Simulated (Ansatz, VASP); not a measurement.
## Two plane-wave programs on BaMg6Ti

Contents of INCAR:

```
SYSTEM = BaMg6Ti
PREC = Accurate ; ENCUT = 520
EDIFF = 1E-7 ; ISMEAR = -1
SIGMA = 0.05 ; LREAL = .False.
LASPH = .True. ; NELM = 100
ALGO = Normal ; ISIF = 2
LWAVE = .False. ; LCHARG = .True.
GGA = PE ; LELF = .True.
LVHAR = .True. ; NBANDS = 27
```

File KPOINTS:

```
Automatic mesh
0
Gamma
  5 5 5
  0 0 0
```

File POSCAR:

```
BaMg6Ti
1.0
    6.8142353323      0.0000000000      0.0000000000
   -3.4071176661      5.9013009051      0.0000000000
    0.0000000000      0.0000000000      5.3915066432
Ba Ti Mg
1 1 6
Direct
    0.0000000000      0.0000000000      0.0000000000
    0.6666666667      0.3333333333      0.5000000000
    0.5140310000      0.4859690000      0.0000000000
    0.9719380000      0.4859690000      0.0000000000
    0.5140310000      0.0280620000      0.0000000000
    0.1770245000      0.8229755000      0.5000000000
    0.6459510000      0.8229755000      0.5000000000
    0.1770245000      0.3540490000      0.5000000000
```

File input.yaml:

```yaml
crystal:
  lattice:
    - [6.8142353323, 0.0, 0.0]
    - [-3.4071176661, 5.9013009051, 0.0]
    - [0.0, 0.0, 5.3915066432]
  atoms:
    - { symbol: Ba, position: [0.0, 0.0, 0.0] }
    - { symbol: Ti, position: [0.6666666667, 0.3333333333, 0.5] }
    - { symbol: Mg, position: [0.514031, 0.485969, 0.0] }
    - { symbol: Mg, position: [0.971938, 0.485969, 0.0] }
    - { symbol: Mg, position: [0.514031, 0.028062, 0.0] }
    - { symbol: Mg, position: [0.1770245, 0.8229755, 0.5] }
    - { symbol: Mg, position: [0.645951, 0.8229755, 0.5] }
    - { symbol: Mg, position: [0.1770245, 0.354049, 0.5] }
hamiltonian:
  xc: pbe
  pseudopotentials: { kind: paw }
kpoints:
  mp_grid: { grid: [5, 5, 5] }
scf:
  occupations: { method: fermi_dirac, width: 0.05 }
output:
  forces: true
  stress: true
  eigenvalues: true
  write_density: true
  write_potential: true
  elf: true
  volumetric_format: npy
```

Alike in both runs: task single point; functional PBE; k mesh 5 × 5 × 5; occupations fermi-dirac, width 0.05 eV; no spin polarisation.

|  | VASP | Ansatz |
| --- | --- | --- |
| version | VASP 6.6.1 | Ansatz 0.2.0 |
| potentials or method | VASP PAW PBE potentials, release 64 (Ba_sv, Ti_sv, Mg) | Ansatz PAW |
| plane-wave cutoff (eV) | 520 | 420 |
| valence electrons in the cell | 34 | 82 |

```csv
,VASP,Ansatz,Ansatz less VASP
gap on the k mesh at the Fermi level (eV),none,none,-
pressure (GPa),-1.9,-1.9,0.00
"traceless stress, the component that is largest in VASP (GPa)",-0.66,-0.63,+0.026
rms of the force components (eV/Å),0.028,0.026,-0.0015
```

Atom by atom the forces differ by 0.004 eV/Å (rms over components). A gap of «none» marks a metal or a gap that the smearing closes. With one functional, cell and mesh, what is left measures potentials, basis and numerics. VASP's potentials hold 34 valence electrons a cell and Ansatz's 82, so a difference there can come from the potentials and not from the codes.

Neither program's run includes spin-orbit coupling.
